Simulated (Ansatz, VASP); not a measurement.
**Two plane-wave programs on Ba2CuSO2**

```
Ba Cu S O
1.0
     3.88566    0.00000    0.00000
     0.00000    3.88566    0.00000
     0.00000    0.00000    7.19724
Ba Cu S O
2 1 1 2
Direct
  0.50000 0.50000 0.75746
  0.50000 0.50000 0.24254
  0.00000 0.00000 0.50000
  0.00000 0.00000 0.00000
  0.00000 0.50000 0.50000
  0.50000 0.00000 0.50000
```

Alike in both runs: task single point; functional PBEsol; dispersion D3(BJ); k mesh 6 × 6 × 3; occupations fermi-dirac, width 0.1 eV; no spin polarisation.

```csv
,VASP,Ansatz
version,VASP 6.6.1,Ansatz 0.2.0
potentials or method,"VASP PAW PBE potentials, release 64 (Ba_sv, Cu, S, O), cutoff 520 eV","plane waves, PAW"
valence electrons in the cell,49,57
```

VASP gave:

```
pressure (GPa)                                                : 1.5
traceless stress, the component that is largest in VASP (GPa) : -0.84
```

Q: What did Ansatz give for the same quantities?

A: Pressure (GPa): -0.3; traceless stress, the component that is largest in VASP (GPa): -1.00.

VASP's potentials were made for PBE, not for PBEsol. VASP's potentials hold 49 valence electrons a cell and Ansatz's 57, so a difference there can come from the potentials and not from the codes.

Spin-orbit coupling is off throughout.
